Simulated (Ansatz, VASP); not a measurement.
**HfO2 in VASP and in Ansatz**

INCAR

```
PREC     = Accurate       # precision mode
ENCUT    = 520            # plane-wave cutoff, eV
EDIFF    = 1E-6           # SCF threshold, eV
ISMEAR   = 0              # smearing method
SIGMA    = 0.05           # smearing width, eV
LREAL    = F              # projectors in reciprocal space
LASPH    = T              # aspherical terms in the spheres
NELM     = 100            # most SCF steps
ALGO     = Normal         # electronic algorithm
ISIF     = 2              # what is computed and relaxed
LWAVE    = F              # write WAVECAR
LCHARG   = F              # write CHGCAR
GGA      = PS             # functional
NBANDS   = 18             # bands
```

KPOINTS

```
Automatic mesh
0
Gamma
  8 8 8
```

Contents of POSCAR:

```
HfO2
1.0
    0.0000000000      2.4811858988      2.6672748412
    2.4811858988      0.0000000000      2.6672748412
    2.4811858988      2.4811858988      0.0000000000
Hf O
1 2
Direct
    0.0000000000      0.0000000000      0.0000000000
    0.2500000000      0.2500000000      0.2500000000
    0.7500000000      0.7500000000      0.7500000000
```

Input for Ansatz:

```yaml
crystal:
  lattice:
    - [0.0, 2.4811858988, 2.6672748412]
    - [2.4811858988, 0.0, 2.6672748412]
    - [2.4811858988, 2.4811858988, 0.0]
  atoms:
    - { symbol: Hf, position: [0.0, 0.0, 0.0] }
    - { symbol: O, position: [0.25, 0.25, 0.25] }
    - { symbol: O, position: [0.75, 0.75, 0.75] }
basis:
  ecutwfc: 520.0
kpoints:
  mp_grid: { grid: [8, 8, 8] }
hamiltonian:
  xc: pbesol
scf:
  occupations: { method: gaussian, width: 0.05 }
output:
  forces: true
  stress: true
  eigenvalues: true
  write_density: true
  write_potential: true
  elf: true
  volumetric_format: npy
```

Alike in both runs: task single point; functional PBEsol; k mesh 8 × 8 × 8; occupations gaussian, width 0.05 eV; no spin polarisation.

```csv
,VASP,Ansatz
version,VASP 6.6.1,Ansatz 0.2.0
potentials or method,"VASP PAW PBE potentials, release 64 (Hf_pv, O), cutoff 520 eV","scalar-relativistic, plane waves, PAW"
valence electrons in the cell,22,38
```

|  | VASP | Ansatz | Ansatz less VASP |
| --- | --- | --- | --- |
| gap on the k mesh at the Fermi level (eV) | 2.81 | 2.81 | -0.001 |
| least direct gap on the mesh (eV) | 3.13 | 3.12 | -0.007 |
| pressure (GPa) | -9.2 | -5.8 | +3.44 |
| traceless stress, the component that is largest in VASP (GPa) | -22.63 | -22.25 | +0.381 |

VASP's potentials were made for PBE, not for PBEsol. VASP's potentials hold 22 valence electrons a cell and Ansatz's 38, so a difference there can come from the potentials and not from the codes.

Neither program's run includes spin-orbit coupling.
